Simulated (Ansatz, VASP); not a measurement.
## P: VASP beside Ansatz

INCAR

```
SYSTEM = P
PREC = Accurate
ENCUT = 520
EDIFF = 1E-6
ISMEAR = -1
SIGMA = 0.1
LREAL = .FALSE.
LASPH = .TRUE.
NELM = 60
ALGO = Normal
ISIF = 2
LWAVE = .FALSE.
LCHARG = .FALSE.
GGA = PS
NBANDS = 8
```

File KPOINTS:

```
Automatic mesh
0
G
  17 17 17
  0 0 0
```

POSCAR

```
P
1.0
    0.0000000000      1.6793218963      1.6793218963
    1.6793218963      0.0000000000      1.6793218963
    1.6793218963      1.6793218963      0.0000000000
P
1
Direct
    0.0000000000      0.0000000000      0.0000000000
```

Input for Ansatz:

```yaml
crystal:
  lattice:
    - [0.0, 1.6793218963, 1.6793218963]
    - [1.6793218963, 0.0, 1.6793218963]
    - [1.6793218963, 1.6793218963, 0.0]
  atoms:
    - { symbol: P, position: [0.0, 0.0, 0.0] }
kpoints:
  mp_grid: { grid: [17, 17, 17] }
scf:
  occupations: { method: fermi_dirac, width: 0.1 }
hamiltonian:
  xc: pbesol
  pseudopotentials: { kind: all_electron, lapw: { basis_error: 0.001 } }
output:
  forces: true
  stress: true
  eigenvalues: true
  populations: true
```

Change from the starting cell: volume scaled by 0.68, LAPW.

Alike in both runs: task single point; functional PBEsol; k mesh 17 × 17 × 17; occupations fermi-dirac, width 0.1 eV; no spin polarisation.

|  | VASP | Ansatz |
| --- | --- | --- |
| version | VASP 6.6.1 | Ansatz 0.2.0 |
| potentials or method | VASP PAW PBE potentials, release 64 (P), cutoff 520 eV | all-electron LAPW, scalar-relativistic |

Ansatz gave:

- pressure (GPa): 85.7

**Question.** Which values does VASP return?

**Answer.** Pressure (GPa): 85.6.

VASP's potentials were made for PBE, not for PBEsol. Both programs put the cell under a high pressure, so it lies far from rest at this level. Ansatz ran all-electron here, and VASP with PAW potentials.

Noted on VASP's run: the cell as given lies far from equilibrium.
